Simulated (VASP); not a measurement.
**Cd: single point with PBE**

Crystal: Cd.

```
CELL_PARAMETERS angstrom
2.97887 0.00000 0.00000
-1.48944 2.57978 0.00000
0.00000 0.00000 5.56147
ATOMIC_POSITIONS crystal
Cd 0.33333 0.66667 0.25000
Cd 0.66667 0.33333 0.75000
```

This cell differs from its parent crystal: zz strain of -1 %.

```
Program             : VASP 6.6.1
Task                : single point
Functional          : PBE
Potentials or basis : VASP PAW PBE potentials, release 64 (Cd)
Cutoff              : 520 eV
k mesh              : 14 × 14 × 7
Occupations         : fermi-dirac, width 0.05 eV
Spin                : no spin polarisation
```

| Quantity | Value |
| --- | --- |
| Pressure | 3.8 GPa |
| Band gap on the k mesh | zero (bands 12 and 13 overlap by 4.18 eV) |

Stress tensor (GPa, compression positive):
```
4.32 0.00 0.00
0.00 4.32 0.00
0.00 0.00 2.81
```

Levels at points of the mesh, in eV from the Fermi level:
```tsv
k point	band 8	band 9	band 10	band 11	band 12	band 13	band 14	band 15	band 16	band 17
(0.00, 0.00, 0.00)	-8.80	-8.80	-8.53	-8.53	-3.08	-2.94	10.86	14.38	14.79	14.79
(0.50, 0.00, 0.00)	-8.55	-8.27	-8.25	-2.43	-1.92	2.03	3.01	3.25	5.26	8.29
```

It took 34 s on 1 thread of AMD EPYC 9R45 96-Core Processor (Zen 5) (shared host), peak memory 0.17 GiB.

Caveat: the cell differs from its parent crystal (zz strain of -1 %); the cell stands under pressure.
